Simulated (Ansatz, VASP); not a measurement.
Two plane-wave programs on Si4F

```xyz
5
Lattice="-2.4460 2.4460 3.9820 2.4460 -2.4460 3.9820 2.4460 2.4460 -3.9820" Properties=species:S:1:pos:R:3 pbc="T T T"
Si    1.2230    1.2230    1.9910
Si    1.2230    1.2230   -1.9910
Si   -1.2230    1.2230    1.9910
Si    1.2230   -1.2230    1.9910
F     0.0000    0.0000    3.9820
```

Alike in both runs: functional PBE; k mesh 12 × 12 × 12; occupations gaussian, width 0.1 eV; no spin polarisation.

Ansatz relaxed the structure, and its values are those at the end. VASP's run is a single point on that final structure, the one shown.

|  | VASP | Ansatz |
| --- | --- | --- |
| version | VASP 6.6.1 | Ansatz 0.2.0 |
| potentials or method | VASP PAW PBE potentials, release 64 (Si, F), cutoff 520 eV | scalar-relativistic, plane waves, PAW |
| valence electrons in the cell | 23 | 23 |

```csv
,VASP,Ansatz,Ansatz less VASP
gap on the k mesh at the Fermi level (eV),none,none,-
pressure (GPa),-0.1,0.0,+0.07
```

A gap of «none» marks a metal or a gap that the smearing closes.
